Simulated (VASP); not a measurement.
Here is a VASP 6.6.1 calculation.

INCAR

```
SYSTEM = TaAs
  ALGO = Normal
  EDIFF = 1E-6
  ENCUT = 520
  GGA = CA
  ISIF = 2
  ISMEAR = -1
  LASPH = .TRUE.
  LCHARG = .FALSE.
  LREAL = .FALSE.
  LWAVE = .FALSE.
  NBANDS = 24
  NELM = 80
  PREC = Accurate
  SIGMA = 0.05
```

Contents of KPOINTS:

```
k-points
0
G
  11 11 11
  0 0 0
```

POSCAR

```
TaAs
1.0
   -1.7218133622      1.7218133622      5.8679415361
    1.7218133622     -1.7218133622      5.8679415361
    1.7218133622      1.7218133622     -5.8679415361
Ta As
2 2
Direct
    0.4999673000      0.4999673000      0.0000000000
    0.2499673000      0.7499673000      0.5000000000
    0.0826321200      0.0826321200      0.0000000000
    0.8326321200      0.3326321200      0.5000000000
```

Potentials or basis: VASP PAW LDA potentials, release 64 (Ta_pv, As).

The run is started by

```console
$ cat potpaw_LDA.64/Ta_pv/POTCAR potpaw_LDA.64/As/POTCAR > POTCAR
$ mpirun -np 1 vasp_std > vasp.out
```

Task: Predict the pressure.

Result: -6.6 GPa.

Task: Estimate the largest force.

Result: 0.022 eV/Å.

Forces in eV/Å, atoms in the order of the input:
```
Ta   0.000  0.000  0.022
Ta   0.000  0.000  0.022
As   0.000  0.000 -0.022
As   0.000  0.000 -0.022
```
